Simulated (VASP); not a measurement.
# MnO2: single point with PBE

Crystal: MnO2.

```
Mn O
1.0
     4.44801    0.00000    0.00000
     0.00000    4.44801    0.00000
     0.00000    0.00000    2.87764
Mn O
2 4
Direct
  0.00000 0.00000 0.00000
  0.50000 0.50000 0.50000
  0.30546 0.30546 0.00000
  0.19454 0.80546 0.50000
  0.69454 0.69454 0.00000
  0.80546 0.19454 0.50000
```

```
Program                : VASP 6.6.1
Task                   : single point
Functional             : PBE
Potentials or basis    : VASP PAW PBE potentials, release 64 (Mn_pv, O)
Cutoff                 : 600 eV
k mesh                 : 4 × 4 × 8
Occupations            : gaussian, width 0.05 eV
Spin                   : collinear spin, ferromagnetic start
Starting moments       : [3.0, 3.0, 0.0, 0.0, 0.0, 0.0] μB
Dipole correction      : no
Further INCAR settings : ALGO = Normal; EDIFF = 1e-06; NBANDS = 38
```

```
Pressure                                              : 0.7 GPa
Largest force                                         : 0.030 eV/Å
Band gap on the k mesh                                : zero (filled and empty bands overlap)
Net moment                                            : 6.00 μB per cell
Site moments                                          : Mn +2.71; O +0.09 μB
Valence electrons inside the program's atomic spheres : Mn 11.67; O 5.02
```

Forces on the atoms (eV/Å):
```
Mn   0.000  0.000  0.000
Mn   0.000  0.000  0.000
O   -0.021 -0.021  0.000
O    0.021 -0.021  0.000
O    0.021  0.021  0.000
O   -0.021  0.021  0.000
```

Stress tensor (GPa, compression positive):
```
0.71 0.00 0.00
0.00 0.71 0.00
0.00 0.00 0.82
```

Levels at points of the mesh, in eV from the Fermi level:
Spin up:
| k point | band 25 | band 26 | band 27 | band 28 | band 29 | band 30 | band 31 | band 32 |
| --- | --- | --- | --- | --- | --- | --- | --- | --- |
| (0.00, 0.00, 0.00) | -1.18 | -1.18 | -0.61 | -0.23 | -0.17 | 2.71 | 2.71 | 3.34 |
| (0.50, 0.00, 0.00) | -1.39 | -1.39 | -0.67 | -0.67 | 2.13 | 2.13 | 2.49 | 2.49 |
| (0.50, 0.50, 0.00) | -2.05 | -2.05 | -0.04 | -0.04 | 1.38 | 1.38 | 2.68 | 2.68 |
| (0.00, 0.00, 0.50) | -1.11 | -1.11 | -0.17 | -0.17 | 1.23 | 1.23 | 1.73 | 1.73 |
| (0.50, 0.00, 0.50) | -1.88 | -1.88 | -0.06 | -0.06 | 0.21 | 0.21 | 3.18 | 3.18 |
| (0.50, 0.50, 0.50) | -1.04 | -1.04 | -0.69 | -0.69 | 1.75 | 1.75 | 1.85 | 1.85 |
Spin down:
| k point | band 18 | band 19 | band 20 | band 21 | band 22 | band 23 | band 24 | band 25 | band 26 | band 27 |
| --- | --- | --- | --- | --- | --- | --- | --- | --- | --- | --- |
| (0.00, 0.00, 0.00) | -3.27 | -1.59 | -0.89 | -0.89 | -0.34 | 0.16 | 0.47 | 0.63 | 0.63 | 0.85 |
| (0.50, 0.00, 0.00) | -3.81 | -2.72 | -2.72 | -1.13 | -1.13 | 0.83 | 0.83 | 1.18 | 1.18 | 1.89 |
| (0.50, 0.50, 0.00) | -2.72 | -2.41 | -2.41 | -1.84 | -1.84 | 0.19 | 0.19 | 0.64 | 0.64 | 2.26 |
| (0.00, 0.00, 0.50) | -4.04 | -2.89 | -2.89 | -2.31 | -2.31 | 1.16 | 1.16 | 1.42 | 1.42 | 2.13 |
| (0.50, 0.00, 0.50) | -3.72 | -2.84 | -2.84 | -1.46 | -1.46 | 0.35 | 0.35 | 1.17 | 1.17 | 1.95 |
| (0.50, 0.50, 0.50) | -4.01 | -1.73 | -1.73 | -1.42 | -1.42 | 1.11 | 1.11 | 1.21 | 1.21 | 1.61 |

Wall time 5.4 min on 1 thread of Oxide Virtual Turin-like Processor, with other jobs on the host, peak memory 0.23 GiB.

Caveat: semilocal functionals often make such compounds metallic where correlation or magnetic order opens a gap, which also shifts bond lengths; the run started ferromagnetic, and an antiferromagnetic order may lie lower in energy. With open d or f shells a metallic result of PBE can be an artefact of self-interaction; +U or a hybrid may open a gap.
